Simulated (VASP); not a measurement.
Crystal: Zr.

```
CELL_PARAMETERS angstrom
-1.79785 1.79785 1.79785
1.79785 -1.79785 1.79785
1.79785 1.79785 -1.79785
ATOMIC_POSITIONS crystal
Zr 0.00000 0.00000 0.00000
```

Base run:

```yaml
Program: VASP 6.6.1
Functional: PBE
Potentials_or_basis: VASP PAW PBE potentials, release 64 (Zr_sv)
Cutoff: 500 eV
k_mesh: 10 × 10 × 10
Occupations: fermi-dirac, width 0.05 eV
Spin: no spin polarisation
```

Its results: band gap on the k mesh zero (band 6 reaches 9.86 eV, above the bottom of band 7 at 8.07 eV); pressure -1.8 GPa.

Problem. The run is repeated on the same cell with these changes: functional from PBE to RPBE. What comes out?

Solution. Band gap on the k mesh zero (band 6 reaches 9.95 eV, above the bottom of band 7 at 8.16 eV); pressure 0.4 GPa.

RPBE binds less tightly than PBE, so the same cell stands under more pressure.

Caveats: the PAW data sets were made with another functional, which shifts forces and pressure a little (some runs).
